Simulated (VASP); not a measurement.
## MoS2: relaxation of cell and atoms with PBEsol

MoS2:

```
Mo S
1.0
     3.22746    0.00000    0.00000
    -1.61373    2.79507    0.00000
     0.00000    0.00000    6.31247
Mo S
1 2
Direct
  0.00000 0.00000 0.50000
  0.66667 0.33333 0.74468
  0.33333 0.66667 0.25532
```

```json
{
  "Program": "VASP 6.6.1",
  "Task": "relaxation of cell and atoms",
  "Functional": "PBEsol",
  "Potentials or basis": "VASP PAW PBE potentials, release 64 (Mo_sv, S)",
  "Cutoff": "600 eV",
  "k mesh": "9 × 9 × 4",
  "Occupations": "fermi-dirac, width 0.05 eV",
  "Spin": "no spin polarisation",
  "Dipole correction": "no",
  "Further INCAR settings": "ALGO = Normal; EDIFF = 1e-06; IBRION = 2; EDIFFG = -0.01; NSW = 60; ISIF = 3"
}
```

```yaml
Relaxed_volume: 17.33 Å³/atom
Relaxed_cell: a = 3.148 Å, b = 3.148 Å, c = 6.058 Å, α = 90.00°, β = 90.00°, γ = 120.00°
Space_group_after_relaxing_to_0.1_Å: P-3m1 (No. 164)
Energy_gained_by_relaxing: 17.9 meV/atom
Ionic_steps: 22
Pressure_after_relaxing: 0.0 GPa
Largest_force_after_relaxing: 0.009 eV/Å
Band_gap_on_the_k_mesh: zero (bands 13 and 14 overlap by 1.08 eV)
```

Forces on the atoms (eV/Å):
```
Mo   0.000  0.000  0.000
S    0.000  0.000 -0.009
S    0.000  0.000  0.009
```

The path:
| step | energy change (eV) | largest force (eV/Å) | pressure (GPa) | volume (Å³) |
| --- | --- | --- | --- | --- |
| 1 | 0.0000 | 0.0256 | -3.44 | 56.94 |
| 2 | -0.0092 | 0.8525 | 4.81 | 53.65 |
| 3 | -0.0261 | 0.4705 | 0.89 | 55.08 |
| 4 | -0.0473 | 0.0934 | 0.00 | 54.49 |
| 5 | -0.0478 | 0.0316 | -0.14 | 54.38 |
| 6 | -0.0478 | 0.0239 | -0.18 | 54.37 |
| 7 | -0.0480 | 0.0517 | 0.12 | 54.19 |
| 8 | -0.0481 | 0.0638 | 0.24 | 54.11 |
| 9 | -0.0482 | 0.0574 | 0.21 | 54.08 |
| 10 | -0.0486 | 0.0403 | 0.11 | 54.00 |
| 11 | -0.0493 | 0.0052 | -0.04 | 53.82 |
| 12 | -0.0500 | 0.0650 | -0.36 | 53.48 |
| 13 | -0.0501 | 0.0917 | -0.48 | 53.35 |
| 14 | -0.0502 | 0.0900 | -0.45 | 53.30 |
| 15 | -0.0506 | 0.0835 | -0.34 | 53.15 |
| 16 | -0.0512 | 0.0713 | -0.13 | 52.85 |
| 17 | -0.0516 | 0.0454 | 0.32 | 52.25 |
| 18 | -0.0520 | 0.0432 | 0.29 | 52.23 |
| 19 | -0.0530 | 0.0355 | 0.20 | 52.15 |
| 20 | -0.0538 | 0.0154 | 0.01 | 51.99 |
| 21 | -0.0538 | 0.0156 | 0.02 | 51.99 |
| 22 | -0.0538 | 0.0091 | 0.04 | 52.00 |

Final structure:
```
Mo S
1.0
     3.14812    0.00000    0.00000
    -1.57406    2.72635    0.00000
     0.00000    0.00000    6.05834
Mo S
1 2
Direct
  0.00000 0.00000 0.50000
  0.66667 0.33333 0.76097
  0.33333 0.66667 0.23903
```

Levels at points of the mesh, in eV from the Fermi level:
```
           k point  band 10  band 11  band 12  band 13  band 14  band 15  band 16  band 17
(0.00, 0.00, 0.00)    -1.63    -1.54    -0.88    -0.88    -0.04    -0.04     3.17     3.17
(0.00, 0.00, 0.50)    -3.85    -0.90    -0.90    -0.18    -0.18    -0.11     3.47     3.47
```

Wall time 12 min on 1 thread of Intel Xeon 8259CL, on a shared host, peak memory 0.23 GiB.

Caveat: the PAW data sets were made with another functional, which shifts forces and pressure a little; this functional lacks dispersion, which binds the layers, so the pressure and a relaxed spacing across them are unreliable.
